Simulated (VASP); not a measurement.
## MgTl: electric field gradients with LDA

MgTl:

```
Mg Tl
1.0
     3.61060    0.00000    0.00000
     0.00000    3.61060    0.00000
     0.00000    0.00000    3.61060
Mg Tl
1 1
Cartesian
  0.0000 0.0000 0.0000
  1.8053 1.8053 1.8053
```

```json
{
 "Program": "VASP 6.6.1",
 "Task": "electric field gradients",
 "Functional": "LDA",
 "Potentials or basis": "VASP PAW LDA potentials, release 64 (Mg, Tl_d)",
 "Cutoff": "520 eV",
 "k mesh": "9 × 9 × 9",
 "Occupations": "fermi-dirac, width 0.05 eV",
 "Spin": "no spin polarisation",
 "Dipole correction": "no",
 "Further INCAR settings": "ALGO = Normal; EDIFF = 1e-08; NBANDS = 14"
}
```

* Pressure: -2.0 GPa
* Band gap on the k mesh: zero (an odd number of electrons rules out a gap without spin polarisation)
* Largest electric field gradient by atom: zero within the noise of the run

Levels at points of the mesh, in eV from the Fermi level:
```csv
k point,band 4,band 5,band 6,band 7,band 8,band 9,band 10,band 11
"(0.00, 0.00, 0.00)",-11.50,-11.50,-9.78,2.37,2.37,2.37,3.45,5.34
```

It took 28 s on 1 thread of Intel Xeon 8259CL, with other jobs on the host, peak memory 0.16 GiB.

Caveat: spin-orbit coupling is left out, which moves the levels of the heavy elements.
